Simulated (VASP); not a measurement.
HfO2:

```
Hf O
1.0
     0.00000    2.52350    2.52350
     2.52350    0.00000    2.52350
     2.52350    2.52350    0.00000
Hf O
1 2
Cartesian
  0.0000 0.0000 0.0000
  1.2617 1.2617 1.2617
  3.7852 3.7852 3.7852
```

* Program: VASP 6.6.1
* Task: relaxation of cell and atoms
* Functional: PBEsol
* Potentials or basis: VASP PAW PBE potentials, release 64 (Hf_pv, O)
* Cutoff: 600 eV
* k mesh: 8 × 8 × 8
* Occupations: gaussian, width 0.02 eV
* Spin: no spin polarisation

At the start: pressure -4.4 GPa; volume 10.71 Å³/atom.

**Question.** Where does the relaxation end?

**Answer.** Over 3 steps the energy falls by 2.5 meV/atom and the volume is 10.54 Å³/atom (-1.7 %); space group Fm-3m (No. 225, to 0.05 Å).

The path:
```csv
step,energy change (eV),largest force (eV/Å),pressure (GPa),volume (Å³)
1,0.0000,0.0000,-4.42,32.14
2,0.0112,0.0000,7.54,30.78
3,-0.0075,0.0000,-0.03,31.61
```

Final structure:
```
Hf O
1.0
     0.00000    2.50944    2.50944
     2.50944    0.00000    2.50944
     2.50944    2.50944    0.00000
Hf O
1 2
Direct
  0.00000 0.00000 0.00000
  0.25000 0.25000 0.25000
  0.75000 0.75000 0.75000
```

Caveat: the PAW data sets were made with another functional, which shifts forces and pressure a little.
